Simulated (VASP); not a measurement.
# BaF2 (Fm-3m) in VASP: notebook

Runs on BaF2. Level: PBE. Tasks: electric field gradients.

Program: VASP 6.6.1. These are calculated values, not measurements. Logs are shortened: lines on timing, memory, paths and dates and some standing lists are left out, and cuts for length are marked.

### 1 The cell of the first run

It takes space group Fm-3m (No. 225, cubic). The conventional cell has a = 6.200 Å, b = 6.200 Å, c = 6.200 Å, α = 90.00°, β = 90.00°, γ = 90.00°. Ba (site symmetry m-3m) has 8 F at 2.68 Å within 3.5 Å. F (site symmetry -43m) has 4 Ba at 2.68 Å and 6 F at 3.10 Å within 3.5 Å.

### 2 Electric field gradients, PBE

Contents of INCAR:

```
PREC = Accurate
ENCUT = 520
EDIFF = 1E-8
ISMEAR = -1
SIGMA = 0.03
LREAL = F
LASPH = T
NELM = 120
ALGO = Normal
ISIF = 2
LWAVE = F
LCHARG = F
GGA = PE
LEFG = T
NBANDS = 19
GGA_COMPAT = F
```

Contents of KPOINTS:

```
Automatic mesh
0
Gamma
  8 8 8
```

Contents of POSCAR:

```
BaF2
1.0
    0.0000000000      3.1000500000      3.1000500000
    3.1000500000      0.0000000000      3.1000500000
    3.1000500000      3.1000500000      0.0000000000
Ba F
1 2
Direct
    0.0000000000      0.0000000000      0.0000000000
    0.2500000000      0.2500000000      0.2500000000
    0.7500000000      0.7500000000      0.7500000000
```

Potentials or basis: VASP PAW PBE potentials, release 64 (Ba_sv, F).

Launch:

```console
$ cat potpaw_PBE.64/Ba_sv/POTCAR potpaw_PBE.64/F/POTCAR > POTCAR
$ mpirun -np 1 vasp_std > vasp.out
```

OUTCAR:

```text
PREC = Accurate
   ENCUT = 520
   EDIFF = 1E-8
   ISMEAR = -1
   LREAL = F
   LASPH = T
   NELM = 120
   ISIF = 2
   GGA = PE

 ion  position               nearest neighbor table
   1  0.000  0.000  0.000-   3 2.68   3 2.68   2 2.68   3 2.68   2 2.68   2 2.68   3 2.68   2 2.68

   2  0.250  0.250  0.250-   1 2.68   1 2.68   1 2.68   1 2.68
   3  0.750  0.750  0.750-   1 2.68   1 2.68   1 2.68   1 2.68

  LATTYP: Found a face centered cubic cell.
 ALAT       =     6.2001000000

  Lattice vectors:

 A1 = (   0.0000000000,   3.1000500000,   3.1000500000)
 A2 = (   3.1000500000,   0.0000000000,   3.1000500000)
 A3 = (   3.1000500000,   3.1000500000,   0.0000000000)

Analysis of symmetry for initial positions (statically):
=====================================================================
 Subroutine PRICEL returns:
 Original cell was already a primitive cell.

 Routine SETGRP: Setting up the symmetry group for a
 face centered cubic supercell.

 Subroutine GETGRP returns: Found 48 space group operations
 (whereof 48 operations were pure point group operations)
 out of a pool of 48 trial point group operations.

The static configuration has the point symmetry O_h .

Analysis of symmetry for dynamics (positions and initial velocities):
=====================================================================
 Subroutine PRICEL returns:
 Original cell was already a primitive cell.

 Routine SETGRP: Setting up the symmetry group for a
 face centered cubic supercell.

 Subroutine GETGRP returns: Found 48 space group operations
 (whereof 48 operations were pure point group operations)
 out of a pool of 48 trial point group operations.

The dynamic configuration has the point symmetry O_h .

 Subroutine INISYM returns: Found 48 space group operations
 (whereof 48 operations are pure point group operations),
 and found     1 'primitive' translations

----------------------------------------------------------------------------------------

                                     Primitive cell

  volume of cell :      59.5849

[... 129 lines left out ...]

 Free energy of the ion-electron system (eV)
  ---------------------------------------------------
  ext. energy  EPLUGINS =         0.00000000
  ---------------------------------------------------
  free energy    TOTEN  =       -17.10877538 eV

  energy without entropy =      -17.10877538  energy(sigma->0) =      -17.10877538

 E-fermi :  -1.3541     XC(G=0):  -8.7009

 val. band max:       -2.0704349842   @ k =  -0.2500   0.2500   0.0000
 cond. band min:       4.6911970886   @ k =   0.0000   0.0000   0.0000
 fundamental gap:      6.7616320728
 Fermi energy:        -1.3541316234

 k-point     1 :       0.0000    0.0000    0.0000
  band No.  band energies     occupation
      1     -25.1712      2.00000
      2     -21.0038      2.00000
      3     -20.9548      2.00000
      4     -10.0075      2.00000
      5     -10.0075      2.00000
      6     -10.0075      2.00000
[... 505 lines left out ...]
      6     -10.1441      2.00000
[... 11 lines left out ...]
     18      10.5138      0.00000
     19      11.8427      0.00000

 [... further k-points ...]

------------------------ aborting loop because EDIFF is reached ----------------------------------------

  FORCE on cell =-STRESS in cart. coord.  units (eV):
  Direction    XX          YY          ZZ          XY          YZ          ZX
  --------------------------------------------------------------------------------------
  -------------------------------------------------------------------------------------
  Total        0.8768467      0.8768467      0.8768467     -0.0000000      0.0000000      0.0000000
  in kB       23.5775218     23.5775218     23.5775218     -0.0000000      0.0000000      0.0000000
  external PRESSURE =      23.5775218 kB  Pullay stress =       0.0000000 kB

 VOLUME and BASIS-vectors are now :
 -----------------------------------------------------------------------------
  energy-cutoff  :      520.00
  volume of cell :       59.58
      direct lattice vectors                 reciprocal lattice vectors
     0.000000000  3.100050000  3.100050000    -0.161287721  0.161287721  0.161287721
     3.100050000  0.000000000  3.100050000     0.161287721 -0.161287721  0.161287721
     3.100050000  3.100050000  0.000000000     0.161287721  0.161287721 -0.161287721

 POSITION                                       TOTAL-FORCE (eV/Angst)
 -----------------------------------------------------------------------------------
      0.00000      0.00000      0.00000        -0.000000     -0.000000      0.000000
      1.55002      1.55002      1.55002         0.000000      0.000000      0.000000
      4.65008      4.65008      4.65008        -0.000000     -0.000000     -0.000000
 -----------------------------------------------------------------------------------
    total drift:                                0.000000      0.000000      0.000000

  FREE ENERGIE OF THE ION-ELECTRON SYSTEM (eV)
  ---------------------------------------------------
  free  energy   TOTEN  =       -17.1087753776 eV

  energy  without entropy=      -17.1087753776  energy(sigma->0) =      -17.10877538

 Electric field gradients (V/A^2)
---------------------------------------------------------------------
 ion       V_xx      V_yy      V_zz      V_xy      V_xz      V_yz
---------------------------------------------------------------------
   1      -0.000     0.000    -0.000     0.000     0.000     0.000
   2       0.000     0.000    -0.000    -0.004    -0.004    -0.004
   3       0.000     0.000    -0.000    -0.004    -0.004    -0.004
---------------------------------------------------------------------

 Electric field gradients after diagonalization (V/A^2)
 (convention: |V_zz| > |V_xx| > |V_yy|)
----------------------------------------------------------------------
 ion       V_xx      V_yy      V_zz     asymmetry (V_yy - V_xx)/ V_zz
----------------------------------------------------------------------
   1      -0.000    -0.000     0.000       0.000
   2       0.004     0.004    -0.007       0.000
   3       0.004     0.004    -0.007       0.000
----------------------------------------------------------------------

           NMR quadrupolar parameters

 Cq : quadrupolar parameter    Cq=e*Q*V_zz/h
 eta: asymmetry parameters     (V_yy - V_xx)/ V_zz
 Q  : nuclear electric quadrupole moment in mb (millibarn)
----------------------------------------------------------------------
 ion       Cq(MHz)       eta       Q (mb)
----------------------------------------------------------------------
   1       0.000       0.000       1.000
   2      -0.000       0.000       1.000
   3      -0.000       0.000       1.000
----------------------------------------------------------------------
```

Run time: 57 s. Hardware: 1 thread of AMD EPYC 7R13 (Zen 3), shared host; peak memory 0.18 GiB.

Results:

* Free energy: -17.1088 eV
* Pressure: 2.4 GPa
* Band gap on the k mesh: 6.76 eV, indirect (least direct gap 6.84 eV)

Caveat: without QUAD_EFG the Cq values of the log hold for a quadrupole moment of 1 mb, not for the nuclei; spin-orbit coupling is left out, which moves the levels of the heavy elements. A k mesh can miss the band edges.

### 3 Electric field gradients, PBE

Contents of INCAR:

```
SYSTEM = BaF2
ALGO     = Normal         ! electronic algorithm
EDIFF    = 1E-8           ! SCF threshold, eV
ENCUT    = 520            ! plane-wave cutoff, eV
GGA      = PE             ! functional
GGA_COMPAT= .False.      
ISIF     = 2              ! what is computed and relaxed
ISMEAR   = -1             ! smearing method
LASPH    = .True.         ! aspherical terms in the spheres
LCHARG   = .False.        ! write CHGCAR
LEFG     = .True.       
LREAL    = .False.        ! projectors in reciprocal space
LWAVE    = .False.        ! write WAVECAR
NBANDS   = 19             ! bands
NELM     = 120            ! most SCF steps
PREC     = Accurate       ! precision mode
SIGMA    = 0.03           ! smearing width, eV
```

Contents of KPOINTS:

```
k-points
0
Gamma
  8 8 8
  0 0 0
```

POSCAR is that of step 2.

Potentials or basis: VASP PAW PBE potentials, release 64 (Ba_sv, F).

Launch:

```console
$ cat potpaw_PBE.64/Ba_sv/POTCAR potpaw_PBE.64/F/POTCAR > POTCAR
$ mpirun -np 1 vasp_std > vasp.out
```

OUTCAR:

```text
SYSTEM = BaF2
   EDIFF = 1E-8
   ENCUT = 520
   GGA = PE
   ISIF = 2
   ISMEAR = -1
   LASPH = .True.
   LREAL = .False.
   NELM = 120
   PREC = Accurate

 ion  position               nearest neighbor table
   1  0.000  0.000  0.000-   3 2.68   3 2.68   2 2.68   3 2.68   2 2.68   2 2.68   3 2.68   2 2.68

   2  0.250  0.250  0.250-   1 2.68   1 2.68   1 2.68   1 2.68
   3  0.750  0.750  0.750-   1 2.68   1 2.68   1 2.68   1 2.68

  LATTYP: Found a face centered cubic cell.
 ALAT       =     6.2001000000

  Lattice vectors:

 A1 = (   0.0000000000,   3.1000500000,   3.1000500000)
 A2 = (   3.1000500000,   0.0000000000,   3.1000500000)
 A3 = (   3.1000500000,   3.1000500000,   0.0000000000)

Analysis of symmetry for initial positions (statically):
[... 726 lines left out ...]
      direct lattice vectors                 reciprocal lattice vectors
     0.000000000  3.100050000  3.100050000    -0.161287721  0.161287721  0.161287721
     3.100050000  0.000000000  3.100050000     0.161287721 -0.161287721  0.161287721
     3.100050000  3.100050000  0.000000000     0.161287721  0.161287721 -0.161287721

 POSITION                                       TOTAL-FORCE (eV/Angst)
 -----------------------------------------------------------------------------------
      0.00000      0.00000      0.00000        -0.000000     -0.000000      0.000000
      1.55002      1.55002      1.55002         0.000000      0.000000      0.000000
      4.65008      4.65008      4.65008        -0.000000     -0.000000     -0.000000
 -----------------------------------------------------------------------------------
    total drift:                                0.000000      0.000000      0.000000

  FREE ENERGIE OF THE ION-ELECTRON SYSTEM (eV)
  ---------------------------------------------------
  free  energy   TOTEN  =       -17.1087753776 eV

  energy  without entropy=      -17.1087753776  energy(sigma->0) =      -17.10877538

 Electric field gradients (V/A^2)
---------------------------------------------------------------------
 ion       V_xx      V_yy      V_zz      V_xy      V_xz      V_yz
---------------------------------------------------------------------
   1      -0.000     0.000    -0.000     0.000     0.000     0.000
   2       0.000     0.000    -0.000    -0.004    -0.004    -0.004
   3       0.000     0.000    -0.000    -0.004    -0.004    -0.004
---------------------------------------------------------------------

 Electric field gradients after diagonalization (V/A^2)
 (convention: |V_zz| > |V_xx| > |V_yy|)
----------------------------------------------------------------------
 ion       V_xx      V_yy      V_zz     asymmetry (V_yy - V_xx)/ V_zz
----------------------------------------------------------------------
   1      -0.000    -0.000     0.000       0.000
   2       0.004     0.004    -0.007       0.000
   3       0.004     0.004    -0.007       0.000
----------------------------------------------------------------------

           NMR quadrupolar parameters

 Cq : quadrupolar parameter    Cq=e*Q*V_zz/h
 eta: asymmetry parameters     (V_yy - V_xx)/ V_zz
 Q  : nuclear electric quadrupole moment in mb (millibarn)
----------------------------------------------------------------------
 ion       Cq(MHz)       eta       Q (mb)
----------------------------------------------------------------------
   1       0.000       0.000       1.000
   2      -0.000       0.000       1.000
   3      -0.000       0.000       1.000
----------------------------------------------------------------------
```

It took 63 s on 1 thread of AMD EPYC 7R13 (Zen 3), shared host; peak memory 0.18 GiB.

Results:

* Free energy: -17.1088 eV
* Pressure: 2.4 GPa
* Band gap on the k mesh: 6.76 eV, indirect (least direct gap 6.84 eV)

Caveat: without QUAD_EFG the Cq values of the log hold for a quadrupole moment of 1 mb, not for the nuclei; spin-orbit coupling is left out, which moves the levels of the heavy elements.
